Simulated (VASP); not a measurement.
# C19O in VASP: further runs, part 2 of 2

VASP 6.6.1. Earlier steps stand in the parts before.

## 3. Single point, LDA

INCAR reads:

```
PREC = Accurate
ENCUT = 520
EDIFF = 1E-6
ISMEAR = 0
SIGMA = 0.05
LREAL = Auto
LASPH = T
NELM = 60
ALGO = Normal
ISIF = 2
LWAVE = F
LCHARG = F
GGA = CA
NBANDS = 57
```

KPOINTS reads:

```
regular mesh
0
Gamma
  2 2 1
```

POSCAR reads:

```
C19O
1.0
    7.3980000000      0.0000000000      0.0000000000
   -3.6990000000      6.4068560000      0.0000000000
    0.0000000000      0.0000000000     12.0000000000
C O
19 1
Direct
    0.0025423924      0.0019969233      0.0739881667
    0.2236485837      0.1125461537      0.0738108333
    0.0028175455      0.3333788055      0.0739770833
    0.2234075692      0.4437199775      0.0739772500
    0.0006292094      0.6665144339      0.0739139167
    0.2255970733      0.7789748981      0.0738120833
    0.3361263599      0.0000853773      0.0736757500
    0.5567703808      0.1103599020      0.0738615000
    0.3339811801      0.3331791756      0.0739558333
    0.5589488831      0.4456685151      0.0739775000
    0.3359539250      0.6687123919      0.0739778333
    0.5569837305      0.7792664608      0.0740180833
    0.6672510343     -0.0002256957      0.0739845833
    0.8922333273      0.1123109369      0.0740057500
    0.6692170173      0.3353407662      0.0739187500
    0.8903401338      0.4458692376      0.0739739167
    0.6694579824      0.6667510554      0.0740400833
    0.8900628876      0.7770419688      0.0740129167
    0.3991467155      0.9109814549      0.3093761667
    0.3013804130      0.9566002420      0.3614081667
```

Potentials or basis: VASP PAW LDA potentials, release 64 (C, O).

The run is started by

```
cat potpaw_LDA.64/C/POTCAR potpaw_LDA.64/O/POTCAR > POTCAR
mpirun -np 1 vasp_std > vasp.out
```

OUTCAR:

```text
PREC = Accurate
   ENCUT = 520
   EDIFF = 1E-6
   ISMEAR = 0
   LREAL = Auto
   LASPH = T
   NELM = 60
   ISIF = 2
   GGA = CA

 ion  position               nearest neighbor table
   1  0.003  0.002  0.074-  14 1.41   2 1.42  18 1.44
   2  0.224  0.113  0.074-   9 1.41   1 1.42   7 1.44
   3  0.003  0.333  0.074-   4 1.41  14 1.42  16 1.44
   4  0.223  0.444  0.074-   3 1.41   9 1.42  11 1.44
   5  0.001  0.667  0.074-  16 1.41  18 1.42   6 1.44
   6  0.226  0.779  0.074-  11 1.41   7 1.42   5 1.44
[... 10 lines left out ...]
  17  0.669  0.667  0.074-  18 1.41  10 1.42  12 1.44
  18  0.890  0.777  0.074-  17 1.41   5 1.42   1 1.44
  19  0.399  0.911  0.309-  20 1.13
  20  0.301  0.957  0.361-  19 1.13

  LATTYP: Found a hexagonal cell.
 ALAT       =     7.3980000000
 C/A-ratio  =     1.6220600162

  Lattice vectors:

 A1 = (   7.3980000000,   0.0000000000,   0.0000000000)
 A2 = (  -3.6990000000,   6.4068560000,   0.0000000000)
 A3 = (   0.0000000000,   0.0000000000,  12.0000000000)

Analysis of symmetry for initial positions (statically):
=====================================================================
 Subroutine PRICEL returns:
 Original cell was already a primitive cell.

 Routine SETGRP: Setting up the symmetry group for a
 hexagonal supercell.

 Subroutine GETGRP returns: Found  1 space group operations
 (whereof  1 operations were pure point group operations)
 out of a pool of 24 trial point group operations.

The static configuration has the point symmetry C_1 .

Analysis of symmetry for dynamics (positions and initial velocities):
=====================================================================
 Subroutine PRICEL returns:
 Original cell was already a primitive cell.

 Routine SETGRP: Setting up the symmetry group for a
 hexagonal supercell.

 Subroutine GETGRP returns: Found  1 space group operations
 (whereof  1 operations were pure point group operations)
 out of a pool of 24 trial point group operations.

The dynamic configuration has the point symmetry C_1 .

 Subroutine INISYM returns: Found  1 space group operations
 (whereof  1 operations are pure point group operations),
 and found     1 'primitive' translations

----------------------------------------------------------------------------------------

                                     Primitive cell

  volume of cell :     568.7750

  direct lattice vectors                    reciprocal lattice vectors
     7.398000000  0.000000000  0.000000000     0.135171668  0.078041398  0.000000000
    -3.699000000  6.406856000  0.000000000     0.000000000  0.156082796  0.000000000
     0.000000000  0.000000000 12.000000000     0.000000000  0.000000000  0.083333333

  length of vectors
     7.398000000  7.398000054 12.000000000     0.156082797  0.156082796  0.083333333

  position of ions in fractional coordinates (direct lattice)
     0.002542392  0.001996923  0.073988167
     0.223648584  0.112546154  0.073810833
     0.002817546  0.333378805  0.073977083
     0.223407569  0.443719978  0.073977250
     0.000629209  0.666514434  0.073913917
     0.225597073  0.778974898  0.073812083
[... 61 lines left out ...]

 Found      4 irreducible k-points:

 Following reciprocal coordinates:
            Coordinates               Weight
  0.000000  0.000000  0.000000      1.000000
  0.500000  0.000000  0.000000      1.000000
  0.000000  0.500000  0.000000      1.000000
  0.500000  0.500000  0.000000      1.000000
   k-points           NKPTS =      4   k-points in BZ     NKDIM =      4   number of bands    NBANDS=     57
   number of dos      NEDOS =    301   number of ions     NIONS =     20
   total plane-waves  NPLWV = 282240
   dimension x,y,z NGX =    56 NGY =   56 NGZ =   90
   dimension x,y,z NGXF=   112 NGYF=  112 NGZF=  180
   ions per type =              19   1
   NGX,Y,Z   is equivalent  to a cutoff of  12.58, 12.58, 12.47 a.u.
   NGXF,Y,Z  is equivalent  to a cutoff of  25.17, 25.17, 24.94 a.u.
 SYSTEM =  unknown system
   PREC   = accura    normal or accurate (medium, high low for compatibility)
   ISTART =      0    job   : 0-new  1-cont  2-samecut
   ICHARG =      2    charge: 1-file 2-atom 10-const
   ISPIN  =      1    spin polarized calculation?
   LNONCOLLINEAR =      F non collinear calculations
   LSORBIT =      F    spin-orbit coupling
   LASPH  =      T    aspherical Exc in radial PAW
   ENCUT  =  520.0 eV  38.22 Ry    6.18 a.u.  13.76 13.76 22.31*2*pi/ulx,y,z
   NELM   =     60;   NELMIN=  2; NELMDL= -5     # of ELM steps
   EDIFF  = 0.1E-05   stopping-criterion for ELM
   LREAL  =      T    real-space projection
   EDIFFG = 0.1E-04   stopping-criterion for IOM
   NSW    =      0    number of steps for IOM
   IBRION =     -1    ionic relax: 0-MD 1-quasi-New 2-CG
   NFREE  =      0    steps in history (QN), initial steepest desc. (CG)
   ISIF   =      2    stress and relaxation
   ISYM   =      2    0-nonsym 1-usesym 2-fastsym
   POTIM  = 0.5000    time-step for ionic-motion
   TEBEG  =    0.0;   TEEND  =   0.0 temperature during run
   PSTRESS=    0.0 pullay stress
   NELECT =      82.0000    total number of electrons
   NUPDOWN=      -1.0000    fix difference up-down
   EMIN   =  10.00;   EMAX   =-10.00  energy-range for DOS
   EFERMI =   0.00;   METHOD = LEGACY
   ISMEAR =     0;   SIGMA  =   0.05  broadening in eV -4-tet -1-fermi 0-gaus
   EFERMI_NEDOS =   21; number of points for ismear=-14 and -15
   IALGO  =     38    algorithm
   IMIX   =      4    mixing-type and parameters
     AMIX     =   0.40;   BMIX     =  1.00
     AMIX_MAG =   1.60;   BMIX_MAG =  1.00
  volume/ion in A,a.u.               =      28.44       191.91
  Fermi-wavevector in a.u.,A,eV,Ry     =   0.858419  1.622176 10.025902  0.736883
  Thomas-Fermi vector in A             =   1.975621
   LORBIT       =      0    0 simple, 1 ext, 2 COOP (PROOUT), +10 PAW based schemes
   GGA     = CA    functional components
   LHFCALC =     F    Hartree Fock is set to
   AEXX    =    0.0000 exact exchange contribution
   IVDW    =     0    specifies the selected vdW correction
   LEPSILON=     F    determine dielectric tensor
   LRPA    =     F    only Hartree local field effects (RPA)
 non-spin polarized calculation
 Gauss-broadening in eV      SIGMA  =   0.05
  energy-cutoff  :      520.00
  volume of cell :      568.78
 maximum number of plane-waves:     15363
 NGX is ok and might be reduce to    56
   NGX = 27   NGY = 27   NGZ = 45

 number of electron      81.9999996 magnetization

 Free energy of the ion-electron system (eV)
  ---------------------------------------------------
  ext. energy  EPLUGINS =         0.00000000
  ---------------------------------------------------
  free energy    TOTEN  =      -196.75616150 eV

  energy without entropy =     -196.75602484  energy(sigma->0) =     -196.75609317

 E-fermi :  -1.7605     XC(G=0):  -4.2600

 val. band max:       -1.8751046449   @ k =   0.0000   0.0000   0.0000
 cond. band min:      -1.6455299638   @ k =   0.0000   0.0000   0.0000
 fundamental gap:      0.2295746812
 Fermi energy:        -1.7605469471

 k-point     1 :       0.0000    0.0000    0.0000
  band No.  band energies     occupation
      1     -26.4841      2.00000
      2     -21.0507      2.00000
      3     -18.5707      2.00000
      4     -18.5660      2.00000
      5     -18.4487      2.00000
      6     -18.4392      2.00000
[... 213 lines left out ...]
     52       3.7506      0.00000
     53       4.1453      0.00000
 [bands above 53 left out]

------------------------ aborting loop because EDIFF is reached ----------------------------------------

  FORCE on cell =-STRESS in cart. coord.  units (eV):
  Direction    XX          YY          ZZ          XY          YZ          ZX
  --------------------------------------------------------------------------------------
  -------------------------------------------------------------------------------------
  Total       -8.1808256     -8.9025011      0.2222681     -0.2693358      0.1978145     -0.5831940
  in kB      -23.0444941    -25.0773754      0.6261051     -0.7586896      0.5572218     -1.6427940
  external PRESSURE =     -15.8319215 kB  Pullay stress =       0.0000000 kB

 VOLUME and BASIS-vectors are now :
 -----------------------------------------------------------------------------
  energy-cutoff  :      520.00
  volume of cell :      568.78
      direct lattice vectors                 reciprocal lattice vectors
     7.398000000  0.000000000  0.000000000     0.135171668  0.078041398  0.000000000
    -3.699000000  6.406856000  0.000000000     0.000000000  0.156082796  0.000000000
     0.000000000  0.000000000 12.000000000     0.000000000  0.000000000  0.083333333

 POSITION                                       TOTAL-FORCE (eV/Angst)
 -----------------------------------------------------------------------------------
      0.01142      0.01279      0.88786        -0.006141      0.002708      0.002426
      1.23824      0.72107      0.88573        -0.000249     -0.005664      0.004755
     -1.21232      2.13591      0.88772        -0.008727     -0.006566      0.001132
      0.01145      2.84285      0.88773         0.010566      0.015879      0.002398
     -2.46078      4.27026      0.88697         0.004536      0.000845      0.001987
     -1.21246      4.99078      0.88574        -0.008068     -0.009424     -0.003404
[... 12 lines left out ...]
     -0.41683      5.83653      3.71251         0.925695     -0.302493     -0.653029
     -1.30885      6.12880      4.33690        -0.927033      0.302978      0.651011
 -----------------------------------------------------------------------------------
    total drift:                               -0.009107      0.015572     -0.053145

  FREE ENERGIE OF THE ION-ELECTRON SYSTEM (eV)
  ---------------------------------------------------
  free  energy   TOTEN  =      -196.7561614980 eV

  energy  without entropy=     -196.7560248357  energy(sigma->0) =     -196.75609317
```

Run time: 3 min. Hardware: 1 thread of AMD EPYC 9R45 (Zen 5), shared host; peak memory 0.43 GiB.

What came out:

- Free energy: -196.7562 eV
- Largest force: 1.173 eV/Å
- Band gap on the k mesh: 0.23 eV, direct

Forces on the atoms (eV/Å):
```
C   -0.006  0.003  0.002
C    0.000 -0.006  0.005
C   -0.009 -0.007  0.001
C    0.011  0.016  0.002
C    0.005  0.001  0.002
C   -0.008 -0.009 -0.003
C    0.000 -0.002 -0.012
C    0.006  0.005  0.001
C   -0.008  0.015  0.003
C   -0.010  0.015  0.003
C    0.018 -0.008 -0.004
C    0.002 -0.022 -0.005
C    0.017  0.008 -0.001
C   -0.010 -0.009  0.000
C    0.013 -0.002  0.002
C   -0.002 -0.004  0.002
C   -0.017  0.006  0.001
C    0.000 -0.001  0.003
C    0.926 -0.302 -0.653
O   -0.927  0.303  0.651
```

Caveat: the k points lie up to 0.49 Å⁻¹ apart.

## 4. Single point, LDA

INCAR reads:

```
PREC = Accurate
ENCUT = 520
EDIFF = 1E-7
ISMEAR = 0
SIGMA = 0.05
LREAL = Auto
LASPH = True
NELM = 80
ALGO = Normal
ISIF = 2
LWAVE = False
LCHARG = False
GGA = CA
NBANDS = 57
```

KPOINTS is that of step 3.

POSCAR reads:

```
C19O
1.0
    7.3980000000      0.0000000000      0.0000000000
   -3.6990000000      6.4068560000      0.0000000000
    0.0000000000      0.0000000000     12.0000000000
C O
19 1
Direct
    0.0077547408      0.0073199710      0.0723525000
    0.2288231117      0.1178595242      0.0723066667
    0.0079673582      0.3386511262      0.0723420833
    0.2286173653      0.4490160228      0.0724865833
    0.0058259186      0.6718491878      0.0724195833
    0.2308072927      0.7843610033      0.0723164167
    0.3413784317      0.0054465092      0.0721205833
    0.5620925081      0.1157357056      0.0718998333
    0.3391832398      0.3385443656      0.0723829167
    0.5641681653      0.4510294909      0.0723290833
    0.3411818951      0.6740466775      0.0724966667
    0.5622620861      0.7846506929      0.0722035000
    0.6725241713      0.0052178479      0.0718427500
    0.8974039118      0.1176310190      0.0721601667
    0.6744674322      0.3406499225      0.0721721667
    0.8955101252      0.4511602883      0.0723487500
    0.6746458393      0.6720616165      0.0723393333
    0.8952821768      0.7823515934      0.0723910000
    0.4196454340      0.9047069265      0.3086843333
    0.2806091144      0.8692374232      0.3622795833
```

The run is started by

```
cat potpaw_LDA.64/C/POTCAR potpaw_LDA.64/O/POTCAR > POTCAR
mpirun -np 1 vasp_std > vasp.out
```

It took 3 min on 1 thread of AMD EPYC 9R45 (Zen 5), shared host; peak memory 0.43 GiB.

The run converged. Its results:

* Free energy: -196.7521 eV
* Largest force: 1.157 eV/Å
* Band gap on the k mesh: 0.22 eV, direct

Forces in eV/Å, atoms in the order of the input:
```
C   -0.002  0.005  0.002
C    0.001  0.005  0.000
C   -0.002 -0.001  0.001
C    0.012  0.002 -0.003
C    0.004 -0.003  0.001
C   -0.003  0.000  0.000
C    0.001 -0.004 -0.001
C    0.000 -0.002  0.001
C    0.004  0.011 -0.001
C   -0.004 -0.001  0.000
C    0.006  0.000 -0.002
C    0.002  0.008 -0.002
C    0.008 -0.010  0.005
C    0.000  0.002 -0.001
C    0.006 -0.004  0.000
C    0.002 -0.008 -0.003
C   -0.008  0.014  0.000
C   -0.007  0.009  0.000
C    0.899  0.200 -0.666
O   -0.919 -0.223  0.667
```

Levels at points of the mesh, in eV from the valence-band top:
```tsv
k point	band 38	band 39	band 40	band 41	band 42	band 43	band 44	band 45
(0.00, 0.00, 0.00)	-2.92	-2.91	-0.01	0.00	0.22	0.23	2.54	2.58
(0.50, 0.00, 0.00)	-2.53	-2.53	-2.51	-2.24	1.71	2.41	2.48	2.58
(0.00, 0.50, 0.00)	-2.54	-2.52	-2.51	-2.24	1.72	2.40	2.47	2.58
(0.50, 0.50, 0.00)	-2.54	-2.52	-2.51	-2.24	1.72	2.40	2.45	2.58
```

Caveat: the k points lie up to 0.49 Å⁻¹ apart.
